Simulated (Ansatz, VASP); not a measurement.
# BaTiO3 in VASP and in Ansatz

INCAR

```
SYSTEM = BaTiO3
  ALGO = Normal
  EDIFF = 1E-7
  ENCUT = 520
  GGA = PE
  ISIF = 2
  ISMEAR = -1
  LASPH = .TRUE.
  LCHARG = .TRUE.
  LELF = .TRUE.
  LREAL = .FALSE.
  LVHAR = .TRUE.
  LWAVE = .FALSE.
  NBANDS = 28
  NELM = 100
  PREC = Accurate
  SIGMA = 0.05
```

File KPOINTS:

```
k-points
0
G
  8 8 8
  0 0 0
```

The input POSCAR:

```
BaTiO3
1.0
    3.9841000000      0.0199205000      0.0199205000
    0.0284142500      2.8512790000      2.8599852500
    0.0000437500     -2.8228210000      2.8316147500
Ba Ti O
1 1 3
Direct
    0.0000000000      0.0000000000      0.0000000000
    0.5000000000      0.5079000000      0.5079000000
    0.0000000000      0.4921000000      0.4921000000
    0.5000000000      0.5025100000      0.9937100000
    0.5000000000      0.9937100000      0.5025100000
```

Input for Ansatz:

```yaml
crystal:
  lattice:
    - [3.9841, 0.0199205, 0.0199205]
    - [0.02841425, 2.851279, 2.85998525]
    - [4.375e-05, -2.822821, 2.83161475]
  atoms:
    - { symbol: Ba, position: [0.0, 0.0, 0.0] }
    - { symbol: Ti, position: [0.5, 0.5079, 0.5079] }
    - { symbol: O, position: [0.0, 0.4921, 0.4921] }
    - { symbol: O, position: [0.5, 0.50251, 0.99371] }
    - { symbol: O, position: [0.5, 0.99371, 0.50251] }
kpoints:
  mp_grid: { grid: [8, 8, 8] }
  band_path:
    path:
      - [0.0, 0.0, 0.0]
      - [0.0, 0.0, -0.5]
      - [-0.5, 0.0, 0.0]
      - [0.0, 0.0, 0.0]
      - [0.0, 0.5, 0.0]
      - [0.5, 0.5, 0.5]
      - [0.0, 0.0, 0.0]
      - [0.5, 0.5, 0.0]
      - [0.0, 0.5, 0.5]
    npoints: 5
scf:
  occupations: { method: fermi_dirac, width: 0.05 }
hamiltonian:
  xc: pbe
  pseudopotentials: { kind: all_electron, lapw: { basis_error: 0.001 } }
output:
  forces: true
  stress: true
  eigenvalues: true
```

Change from the starting cell: equal xy, yz and zx shear strains of +1 %.

Alike in both runs: task single point; functional PBE; k mesh 8 × 8 × 8; occupations fermi-dirac, width 0.05 eV; no spin polarisation.

|  | VASP | Ansatz |
| --- | --- | --- |
| version | VASP 6.6.1 | Ansatz 0.2.0 |
| potentials or method | VASP PAW PBE potentials, release 64 (Ba_sv, Ti_sv, O), cutoff 520 eV | all-electron LAPW, scalar-relativistic |

```csv
,VASP,Ansatz,Ansatz less VASP
pressure (GPa),3.7,2.0,-1.77
"traceless stress, the component that is largest in VASP (GPa)",-1.24,-1.20,+0.036
rms of the force components (eV/Å),0.088,0.093,+0.0051
```

Atom by atom the forces differ by 0.009 eV/Å (rms over components). Ansatz ran all-electron here, and VASP with PAW potentials.

Neither program's run includes spin-orbit coupling.
